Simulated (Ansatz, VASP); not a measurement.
# SrTiO3 in VASP and in Ansatz

```xyz
5
Lattice="3.9069 0.0000 0.0000 0.0000 3.9069 0.0000 0.0000 0.0000 3.9069" Properties=species:S:1:pos:R:3 pbc="T T T"
Sr    0.0000    0.0000    0.0000
Ti    1.9534    1.9534    1.9534
O     1.9534    0.0000    1.9534
O     1.9534    1.9534    0.0000
O     0.0000    1.9534    1.9534
```

Alike in both runs: task single point; functional PBE; k mesh 4 × 4 × 4; no spin polarisation.

|  | VASP | Ansatz |
| --- | --- | --- |
| version | VASP 6.6.1 | Ansatz 0.2.0 |
| potentials or method | VASP PAW PBE potentials, release 64 (Sr_sv, Ti_sv, O) | plane waves, PAW |
| plane-wave cutoff (eV) | 520 | 420 |
| occupations | gaussian, width 0.01 eV | fixed |
| valence electrons in the cell | 40 | 40 |

VASP gave:

```
gap on the k mesh at the Fermi level (eV) : 1.83
pressure (GPa)                            : 4.7
```

Problem. What did Ansatz give for the same quantities?

Solution. gap on the k mesh at the Fermi level (eV): 1.87; pressure (GPa): 4.1.
